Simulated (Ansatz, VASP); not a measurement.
# Two plane-wave programs on NaH

The input INCAR:

```
SYSTEM = NaH
ALGO = Normal ; EDIFF = 1E-7
ENCUT = 520 ; GGA = PE
ISIF = 2 ; ISMEAR = -1
LASPH = .True. ; LCHARG = .False.
LREAL = .False. ; LWAVE = .False.
NBANDS = 11 ; NELM = 100
PREC = Accurate ; SIGMA = 0.02
```

The input KPOINTS:

```
k-points
0
Gamma
  10 10 10
  0 0 0
```

File POSCAR:

```
NaH
1.0
    0.0000000000      2.3975122917      2.3147981176
    2.3975122917      0.0000000000      2.3147981176
    2.3975122917      2.3975122917      0.0000000000
Na H
1 1
Direct
    0.0000000000      0.0000000000      0.0000000000
    0.5000000000      0.5000000000      0.5000000000
```

Input for Ansatz:

```yaml
crystal:
  lattice:
    - [0.0, 2.3975122917, 2.3147981176]
    - [2.3975122917, 0.0, 2.3147981176]
    - [2.3975122917, 2.3975122917, 0.0]
  atoms:
    - { symbol: Na, position: [0.0, 0.0, 0.0] }
    - { symbol: H, position: [0.5, 0.5, 0.5] }
kpoints:
  mp_grid: { grid: [10, 10, 10] }
  band_path:
    path:
      - [0.0, 0.0, 0.0]
      - [0.5, 0.0, 0.5]
      - [0.625, 0.25, 0.625]
      - [0.375, 0.375, 0.75]
      - [0.5, 0.5, 0.5]
      - [0.5, 0.25, 0.75]
      - [0.291667, -0.5, -0.208333]
      - [0.0, 0.0, 0.5]
    npoints: 1
hamiltonian:
  xc: pbe
scf:
  occupations: { method: fermi_dirac, width: 0.02 }
  n_extra_bands: 4
output:
  forces: true
  stress: true
  eigenvalues: true
  write_density: true
  write_potential: true
  elf: true
  volumetric_format: npy
```

Change from the starting cell: uniaxial_z strain -3.5%.

Alike in both runs: task single point; functional PBE; k mesh 10 × 10 × 10; occupations fermi-dirac, width 0.02 eV; no spin polarisation.

```csv
,VASP,Ansatz
version,VASP 6.6.1,Ansatz 0.2.0
potentials or method,"VASP PAW PBE potentials, release 64 (Na_pv, H)","plane waves, PAW"
plane-wave cutoff (eV),520,420
valence electrons in the cell,8,10
```

Ansatz gave:

```
gap on the k mesh at the Fermi level (eV)                     : 3.84
pressure (GPa)                                                : 1.6
traceless stress, the component that is largest in VASP (GPa) : 0.98
```

**Question.** Which values does VASP return?

**Answer.** gap on the k mesh at the Fermi level (eV): 3.84; pressure (GPa): 1.5; traceless stress, the component that is largest in VASP (GPa): 0.99.

The functional is the same, so the differences come from potentials, cutoffs and numerics. VASP's potentials hold 8 valence electrons a cell and Ansatz's 10, so a difference there can come from the potentials and not from the codes.
